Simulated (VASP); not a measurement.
# Mg (P6_3/mmc) in VASP: a series of runs

Aim: see how the results for Mg move with the level of theory and the settings. Levels: BLYP+D3(BJ), SVWN5, revPBE. Tasks: single point.

All numbers are computed with VASP 6.6.1; they aren't measurements. Logs are shortened: lines on timing, memory, paths and dates and some standing lists are left out, and cuts for length are marked.

**1. The cell of the first run**

The structure is hexagonal, space group P6_3/mmc (No. 194). The conventional cell has a = 3.144 Å, b = 3.144 Å, c = 5.104 Å, α = 90.00°, β = 90.00°, γ = 120.00°. Within 4.1 Å of Mg (site symmetry -6m2) lie 12 Mg at 3.13 to 3.14 Å.

**2. Single point, BLYP+D3(BJ)**

INCAR reads:

```
SYSTEM = Mg
AGGAC = 1.0
AGGAX = 1.0
ALDAC = 0.0
ALDAX = 1.0
ALGO = Fast
EDIFF = 1E-6
ENCUT = 520
GGA = B5
ISIF = 2
ISMEAR = -1
IVDW = 12
LASPH = .TRUE.
LCHARG = .FALSE.
LREAL = .FALSE.
LWAVE = .FALSE.
NBANDS = 9
NELM = 60
PREC = Accurate
SIGMA = 0.05
VDW_A1 = 0.4298
VDW_A2 = 4.2359
VDW_S6 = 1.0
VDW_S8 = 2.6996
```

KPOINTS reads:

```
k-points
0
G
  10 10 5
  0 0 0
```

POSCAR reads:

```
Mg
1.0
    3.1437856987      0.0000000000      0.0000000000
   -1.5718928494      2.7225982792      0.0000000000
    0.0000000000      0.0000000000      5.1039375022
Mg
2
Direct
    0.6666666667      0.3333333333      0.7500000000
    0.3333333333      0.6666666667      0.2500000000
```

Potentials or basis: VASP PAW PBE potentials, release 64 (Mg).

Started as:

```sh
$ cat potpaw_PBE.64/Mg/POTCAR > POTCAR
$ mpirun -np 1 vasp_std > vasp.out
```

OUTCAR:

```text
SYSTEM = Mg
   EDIFF = 1E-6
   ENCUT = 520
   GGA = B5
   ISIF = 2
   ISMEAR = -1
   IVDW = 12
   LASPH = .TRUE.
   LREAL = .FALSE.
   NELM = 60
   PREC = Accurate
 IVDW          = 12

 ion  position               nearest neighbor table
   1  0.667  0.333  0.750-   2 3.13   2 3.13   2 3.13   2 3.13   2 3.13   2 3.13
   2  0.333  0.667  0.250-   1 3.13   1 3.13   1 3.13   1 3.13   1 3.13   1 3.13

  LATTYP: Found a hexagonal cell.
 ALAT       =     3.1437856987
 C/A-ratio  =     1.6235004518

  Lattice vectors:

 A1 = (   3.1437856987,   0.0000000000,   0.0000000000)
 A2 = (  -1.5718928494,   2.7225982792,   0.0000000000)
 A3 = (   0.0000000000,   0.0000000000,   5.1039375022)

Analysis of symmetry for initial positions (statically):
=====================================================================
 Subroutine PRICEL returns:
 Original cell was already a primitive cell.

 Routine SETGRP: Setting up the symmetry group for a
 hexagonal supercell.

 Subroutine GETGRP returns: Found 24 space group operations
 (whereof 12 operations were pure point group operations)
 out of a pool of 24 trial point group operations.

The static configuration has the point symmetry D_3d.
 The point group associated with its full space group is D_6h.

Analysis of symmetry for dynamics (positions and initial velocities):
=====================================================================
 Subroutine PRICEL returns:
 Original cell was already a primitive cell.

 Routine SETGRP: Setting up the symmetry group for a
 hexagonal supercell.

 Subroutine GETGRP returns: Found 24 space group operations
 (whereof 12 operations were pure point group operations)
 out of a pool of 24 trial point group operations.

The dynamic configuration has the point symmetry D_3d.
 The point group associated with its full space group is D_6h.

 Subroutine INISYM returns: Found 24 space group operations
 (whereof 12 operations are pure point group operations),
 and found     1 'primitive' translations

----------------------------------------------------------------------------------------

                                     Primitive cell

  volume of cell :      43.6860

  direct lattice vectors                    reciprocal lattice vectors
     3.143785699  0.000000000  0.000000000     0.318087839  0.183648100  0.000000000
    -1.571892849  2.722598279  0.000000000     0.000000000  0.367296199  0.000000000
     0.000000000  0.000000000  5.103937502     0.000000000  0.000000000  0.195927164

  length of vectors
     3.143785699  3.143785699  5.103937502     0.367296199  0.367296199  0.195927164
[... 89 lines left out ...]
   POTIM  = 0.5000    time-step for ionic-motion
   TEBEG  =    0.0;   TEEND  =   0.0 temperature during run
   PSTRESS=    0.0 pullay stress
   NELECT =       4.0000    total number of electrons
   NUPDOWN=      -1.0000    fix difference up-down
   EMIN   =  10.00;   EMAX   =-10.00  energy-range for DOS
   EFERMI =   0.00;   METHOD = LEGACY
   ISMEAR =    -1;   SIGMA  =   0.05  broadening in eV -4-tet -1-fermi 0-gaus
   EFERMI_NEDOS =   21; number of points for ismear=-14 and -15
   IALGO  =     68    algorithm
   IMIX   =      4    mixing-type and parameters
     AMIX     =   0.40;   BMIX     =  1.00
     AMIX_MAG =   1.60;   BMIX_MAG =  1.00
  volume/ion in A,a.u.               =      21.84       147.40
  Fermi-wavevector in a.u.,A,eV,Ry     =   0.737872  1.394375  7.407756  0.544455
  Thomas-Fermi vector in A             =   1.831658
   LORBIT       =      0    0 simple, 1 ext, 2 COOP (PROOUT), +10 PAW based schemes
   GGA     = B5    functional components
   LHFCALC =     F    Hartree Fock is set to
   AEXX    =    0.0000 exact exchange contribution
   IVDW    =    12    specifies the selected vdW correction
   LEPSILON=     F    determine dielectric tensor
   LRPA    =     F    only Hartree local field effects (RPA)
 non-spin polarized calculation
 RMM-DIIS sequential band-by-band and
  energy-cutoff  :      520.00
  volume of cell :       43.69
 maximum number of plane-waves:      1189
 NGX is ok and might be reduce to    24
   NGX = 11   NGY = 11   NGZ = 19

 number of electron       4.0000000 magnetization

 Free energy of the ion-electron system (eV)
  ---------------------------------------------------
  ext. energy  EPLUGINS =         0.00000000
  ---------------------------------------------------
  free energy    TOTEN  =        -1.46192190 eV

  energy without entropy =       -1.44994818  energy(sigma->0) =       -1.45593504

 E-fermi :   3.3694     XC(G=0):  -8.2081

 val. band max:        3.3645047149   @ k =   0.3000   0.3000   0.0000
 cond. band min:       3.3729469470   @ k =   0.2000   0.1000   0.0000
 fundamental gap:      0.0084422321
 Fermi energy:         3.3693526140

 k-point     1 :       0.0000    0.0000    0.0000
  band No.  band energies     occupation
      1      -3.7956      2.00000
      2       1.6462      2.00000
      3       2.0402      2.00000
      4      14.5681      0.00000
      5      14.5681      0.00000
      6      14.6749      0.00000
      7      14.6749      0.00000
      8      15.4854      0.00000
      9      17.1220      0.00000
[... 265 lines left out ...]
 k-point    24 :       0.4000    0.1000    0.2000
  band No.  band energies     occupation
      1       0.5995      2.00000
      2       2.4625      2.00000
      3       3.9765      0.00001
      4       5.7638      0.00000
      5       7.7485      0.00000
      6       8.8106      0.00000
      7      10.3396      0.00000
      8      11.6559      0.00000
      9      14.1989      0.00000

 [... further k-points ...]

------------------------ aborting loop because EDIFF is reached ----------------------------------------

 Edisp (eV)   -1.36609

 E8    (eV) :    -1.0073

  FORCE on cell =-STRESS in cart. coord.  units (eV):
  Direction    XX          YY          ZZ          XY          YZ          ZX
  --------------------------------------------------------------------------------------
  -------------------------------------------------------------------------------------
  Total      -0.73697    -0.73697    -0.37578     0.00000     0.00000     0.00000
  in kB     -27.02816   -27.02816   -13.78167     0.00000     0.00000     0.00000
  external pressure =      -22.61 kB  Pullay stress =        0.00 kB

 VOLUME and BASIS-vectors are now :
 -----------------------------------------------------------------------------
  energy-cutoff  :      520.00
  volume of cell :       43.69
      direct lattice vectors                 reciprocal lattice vectors
     3.143785699  0.000000000  0.000000000     0.318087839  0.183648100  0.000000000
    -1.571892849  2.722598279  0.000000000     0.000000000  0.367296199  0.000000000
     0.000000000  0.000000000  5.103937502     0.000000000  0.000000000  0.195927164

 POSITION                                       TOTAL-FORCE (eV/Angst)
 -----------------------------------------------------------------------------------
      1.57189      0.90753      3.82795         0.000000      0.000000      0.000000
     -0.00000      1.81507      1.27598        -0.000000     -0.000000      0.000000
 -----------------------------------------------------------------------------------
    total drift:                                0.000000     -0.000000      0.000000

  FREE ENERGIE OF THE ION-ELECTRON SYSTEM (eV)
  ---------------------------------------------------
  free  energy   TOTEN  =        -2.8280088407 eV

  energy  without entropy=       -2.8160351260  energy(sigma->0) =       -2.82202198
```

stdout:

```text
POSCAR found type information on POSCAR Mg
 POSCAR found :  1 types and       2 ions
 scaLAPACK will be used
 -----------------------------------------------------------------------------
|                                                                             |
|                                                                             |
|     You enforced a specific xc type in the INCAR file but a different       |
|     I HOPE YOU KNOW WHAT YOU ARE DOING!                                     |
|                                                                             |
 -----------------------------------------------------------------------------

 LDA part: xc-table for (Slater(with rela. corr.)+VWN5), standard interpolation
 POSCAR, INCAR and KPOINTS ok, starting setup
 FFT: planning ... GRIDC
 FFT: planning ... GRID_SOFT
 FFT: planning ... GRID
 WAVECAR not read
 entering main loop
```

Wall time 8.7 s (1 thread of Intel Xeon 6975P-C (Granite Rapids), shared host); peak memory 0.16 GiB.

Results:

```
Free energy                : -2.8280 eV
Pressure                   : -2.3 GPa
Band gap on the k mesh     : zero (band 2 reaches 4.04 eV, above the bottom of band 3 at 2.04 eV)
Dispersion energy per atom : -0.683 eV
```

Caveat: the PAW data sets were made with another functional, which shifts forces and pressure a little; pairwise dispersion overbinds metals, which lowers pressure and volume.

**3. Single point, SVWN5**

INCAR reads:

```
  PREC = Accurate
  ENCUT = 520
  EDIFF = 1E-6
  ISMEAR = -1
  SIGMA = 0.05
  LREAL = False
  LASPH = True
  NELM = 60
  ALGO = Fast
  ISIF = 2
  LWAVE = False
  LCHARG = False
  GGA = VW
  NBANDS = 9
```

KPOINTS reads:

```
regular mesh
0
Gamma
  10 10 5
```

POSCAR is that of step 2.

Potentials or basis: VASP PAW PBE potentials, release 64 (Mg).

Started as:

```sh
$ cat potpaw_PBE.64/Mg/POTCAR > POTCAR
$ mpirun -np 1 vasp_std > vasp.out
```

OUTCAR:

```text
PREC = Accurate
   ENCUT = 520
   EDIFF = 1E-6
   ISMEAR = -1
   LREAL = False
   LASPH = True
   NELM = 60
   ISIF = 2
   GGA = VW

 ion  position               nearest neighbor table
   1  0.667  0.333  0.750-   2 3.13   2 3.13   2 3.13   2 3.13   2 3.13   2 3.13
   2  0.333  0.667  0.250-   1 3.13   1 3.13   1 3.13   1 3.13   1 3.13   1 3.13

  LATTYP: Found a hexagonal cell.
 ALAT       =     3.1437856987
 C/A-ratio  =     1.6235004518

  Lattice vectors:

 A1 = (   3.1437856987,   0.0000000000,   0.0000000000)
 A2 = (  -1.5718928494,   2.7225982792,   0.0000000000)
 A3 = (   0.0000000000,   0.0000000000,   5.1039375022)

Analysis of symmetry for initial positions (statically):
=====================================================================
 Subroutine PRICEL returns:
 Original cell was already a primitive cell.

 Routine SETGRP: Setting up the symmetry group for a
 hexagonal supercell.

 Subroutine GETGRP returns: Found 24 space group operations
 (whereof 12 operations were pure point group operations)
 out of a pool of 24 trial point group operations.

The static configuration has the point symmetry D_3d.
 The point group associated with its full space group is D_6h.

Analysis of symmetry for dynamics (positions and initial velocities):
=====================================================================
 Subroutine PRICEL returns:
 Original cell was already a primitive cell.

 Routine SETGRP: Setting up the symmetry group for a
 hexagonal supercell.

 Subroutine GETGRP returns: Found 24 space group operations
 (whereof 12 operations were pure point group operations)
 out of a pool of 24 trial point group operations.

The dynamic configuration has the point symmetry D_3d.
 The point group associated with its full space group is D_6h.

[... 119 lines left out ...]
  volume/ion in A,a.u.               =      21.84       147.40
  Fermi-wavevector in a.u.,A,eV,Ry     =   0.737872  1.394375  7.407756  0.544455
  Thomas-Fermi vector in A             =   1.831658
   LORBIT       =      0    0 simple, 1 ext, 2 COOP (PROOUT), +10 PAW based schemes
   GGA     = VW    functional components
   LHFCALC =     F    Hartree Fock is set to
   AEXX    =    0.0000 exact exchange contribution
   IVDW    =     0    specifies the selected vdW correction
   LEPSILON=     F    determine dielectric tensor
   LRPA    =     F    only Hartree local field effects (RPA)
 non-spin polarized calculation
 RMM-DIIS sequential band-by-band and
  energy-cutoff  :      520.00
  volume of cell :       43.69
 maximum number of plane-waves:      1189
 NGX is ok and might be reduce to    24
   NGX = 11   NGY = 11   NGZ = 19

 number of electron       4.0000000 magnetization

 Free energy of the ion-electron system (eV)
  ---------------------------------------------------
  ext. energy  EPLUGINS =         0.00000000
  ---------------------------------------------------
  free energy    TOTEN  =        -3.52949469 eV

  energy without entropy =       -3.51797925  energy(sigma->0) =       -3.52373697

 E-fermi :   2.7414     XC(G=0):  -8.8250

 val. band max:        2.7000093619   @ k =   0.4000   0.1000   0.4000
 cond. band min:       2.7659262044   @ k =   0.3000   0.3000   0.0000
 fundamental gap:      0.0659168425
 Fermi energy:         2.7414026818

 k-point     1 :       0.0000    0.0000    0.0000
  band No.  band energies     occupation
      1      -4.4247      2.00000
      2       0.9835      2.00000
      3       1.4413      2.00000
      4      13.9003      0.00000
      5      13.9003      0.00000
      6      14.0588      0.00000
      7      14.0588      0.00000
      8      14.8174      0.00000
      9      16.5594      0.00000
[... 265 lines left out ...]
 k-point    24 :       0.4000    0.1000    0.2000
  band No.  band energies     occupation
      1      -0.0318      2.00000
      2       1.8306      2.00000
      3       3.3366      0.00001
      4       5.1226      0.00000
      5       7.1131      0.00000
      6       8.1660      0.00000
      7       9.7289      0.00000
      8      11.0099      0.00000
      9      13.5746      0.00000

 [... further k-points ...]

------------------------ aborting loop because EDIFF is reached ----------------------------------------

  FORCE on cell =-STRESS in cart. coord.  units (eV):
  Direction    XX          YY          ZZ          XY          YZ          ZX
  --------------------------------------------------------------------------------------
  -------------------------------------------------------------------------------------
  Total       -0.1760953     -0.1760953      0.1465032      0.0000000      0.0000000     -0.0000000
  in kB       -6.4582748     -6.4582748      5.3729868      0.0000000      0.0000000     -0.0000000
  external PRESSURE =      -2.5145210 kB  Pullay stress =       0.0000000 kB

 VOLUME and BASIS-vectors are now :
 -----------------------------------------------------------------------------
  energy-cutoff  :      520.00
  volume of cell :       43.69
      direct lattice vectors                 reciprocal lattice vectors
     3.143785699  0.000000000  0.000000000     0.318087839  0.183648100  0.000000000
    -1.571892849  2.722598279  0.000000000     0.000000000  0.367296199  0.000000000
     0.000000000  0.000000000  5.103937502     0.000000000  0.000000000  0.195927164

 POSITION                                       TOTAL-FORCE (eV/Angst)
 -----------------------------------------------------------------------------------
      1.57189      0.90753      3.82795        -0.000000      0.000000      0.000000
     -0.00000      1.81507      1.27598         0.000000     -0.000000      0.000000
 -----------------------------------------------------------------------------------
    total drift:                                0.000000     -0.000000      0.000000

  FREE ENERGIE OF THE ION-ELECTRON SYSTEM (eV)
  ---------------------------------------------------
  free  energy   TOTEN  =        -3.5294946889 eV

  energy  without entropy=       -3.5179792492  energy(sigma->0) =       -3.52373697
```

OSZICAR:

```text
N       E                     dE             d eps       ncg     rms          rms(c)
DAV:   1    -0.906386867218E+00   -0.90639E+00   -0.13239E+03   756   0.320E+02
DAV:   2    -0.350000922178E+01   -0.25936E+01   -0.25149E+01  1022   0.276E+01
DAV:   3    -0.354862875890E+01   -0.48620E-01   -0.48334E-01  1021   0.287E+00
DAV:   4    -0.354877736213E+01   -0.14860E-03   -0.14859E-03   964   0.161E-01
DAV:   5    -0.354877782103E+01   -0.45890E-06   -0.45895E-06   994   0.892E-03    0.862E-01
RMM:   6    -0.353791348184E+01    0.10864E-01   -0.36838E-04   774   0.114E-01    0.548E-01
RMM:   7    -0.352949891668E+01    0.84146E-02   -0.14050E-03   797   0.225E-01    0.279E-02
RMM:   8    -0.352949503705E+01    0.38796E-05   -0.60372E-05   833   0.476E-02    0.593E-03
RMM:   9    -0.352949468894E+01    0.34812E-06   -0.42487E-06   879   0.130E-02
   1 F= -.35294947E+01 E0= -.35237370E+01  d E =-.115154E-01
```

It took 3.9 s on 1 thread of Intel Xeon 6975P-C (Granite Rapids), shared host; peak memory 0.14 GiB.

What came out:

```
Free energy            : -3.5295 eV
Pressure               : -0.3 GPa
Band gap on the k mesh : zero (band 2 reaches 3.38 eV, above the bottom of band 3 at 1.44 eV)
```

Stress tensor (GPa, compression positive):
```
-0.65  0.00  0.00
 0.00 -0.65  0.00
 0.00  0.00  0.54
```

Caveat: the PAW data sets were made with another functional, which shifts forces and pressure a little.

(Continued in part 2 of 2.)
